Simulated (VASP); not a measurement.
**LiCl: single point with PBE**

LiCl:

```xyz
2
Lattice="3.2711 0.0636 0.0000 0.0636 3.2711 0.0000 0.0000 0.0000 3.2711" Properties=species:S:1:pos:R:3 pbc="T T T"
Li    0.0000    0.0000    0.0000
Cl    1.6674    1.6674    1.6356
```

This cell differs from its parent crystal: shear xy strain +3.9%.

- Program: VASP 6.6.1
- Task: single point
- Functional: PBE
- Potentials or basis: VASP PAW PBE potentials, release 64 (Li_sv, Cl)
- Cutoff: 520 eV
- k mesh: 8 × 8 × 8
- Occupations: fermi-dirac, width 0.02 eV
- Spin: no spin polarisation

| Property | Result |
| --- | --- |
| Band gap on the k mesh | 4.44 eV, indirect (least direct gap 5.17 eV) |

Levels at points of the mesh, in eV from the valence-band top:
```tsv
k point	band 1	band 2	band 3	band 4	band 5	band 6	band 7	band 8	band 9	band 10
(0.00, 0.00, 0.00)	-45.30	-14.23	-0.90	-0.81	-0.72	4.44	8.70	8.71	13.04	13.22
(0.50, 0.00, 0.00)	-45.30	-13.72	-3.94	-0.35	-0.34	5.86	9.53	10.08	10.22	10.74
(0.50, 0.50, 0.00)	-45.30	-13.21	-3.39	-3.27	0.00	5.24	9.64	10.04	10.65	13.28
(0.00, 0.00, 0.50)	-45.30	-13.72	-3.94	-0.41	-0.27	5.87	9.51	10.04	10.43	10.58
(0.50, 0.00, 0.50)	-45.30	-13.21	-3.33	-3.33	0.00	5.23	9.82	9.85	10.63	13.36
(0.50, 0.50, 0.50)	-45.30	-12.77	-2.52	-2.47	-2.42	5.06	5.20	5.34	12.05	18.31
```

Wall time 16 s on 1 thread of Intel(R) Xeon(R) Platinum 8259CL CPU @ 2.50GHz (Skylake/Cascade Lake) (shared host), peak memory 0.16 GiB.

Caveat: the cell differs from its parent crystal (shear xy strain +3.9%). A k mesh can miss the band edges.
